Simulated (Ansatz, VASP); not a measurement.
**Mg3Si2N: VASP beside Ansatz**

```
Mg Si N
1.0
     5.07356    0.00000    0.00000
    -2.53678    4.39383    0.00000
     0.00000    0.00000    4.22780
Mg Si N
3 2 1
Direct
  0.50000 0.00000 0.50000
  0.00000 0.50000 0.50000
  0.50000 0.50000 0.50000
  0.33333 0.66667 0.00000
  0.66667 0.33333 0.00000
  0.00000 0.00000 0.00000
```

Change from the starting cell: species swapped into the HoCo3Cu2 type (P6/mmm, No. 191).

Alike in both runs: task relaxation of cell and atoms; functional PBE; k mesh 6 × 6 × 4; occupations gaussian, width 0.1 eV; no spin polarisation.

```csv
,VASP,Ansatz
version,VASP 6.6.1,Ansatz 0.2.0
potentials or method,"VASP PAW PBE potentials, release 64 (Mg, Si, N), cutoff 600 eV","scalar-relativistic, plane waves, PAW"
valence electrons in the cell,19,43
```

Ansatz gave:

```
gap on the k mesh at the Fermi level, each at its own relaxed structure (eV) : none
relaxed volume (Å³/atom)                                                     : 19.01
relaxed cell length with the largest relative difference (Å)                 : 5.483
```

Estimate VASP's values.

gap on the k mesh at the Fermi level, each at its own relaxed structure (eV): none; relaxed volume (Å³/atom): 18.96; relaxed cell length with the largest relative difference (Å): 5.473.

A gap of «none» marks a metal or a gap that the smearing closes. VASP's potentials hold 19 valence electrons a cell and Ansatz's 43, so a difference there can come from the potentials and not from the codes.

The k mesh is coarse, so the values compare programs but aren't converged. Noted on VASP's run: the volume moved by over 15 % at a fixed basis, so the end points are rough.
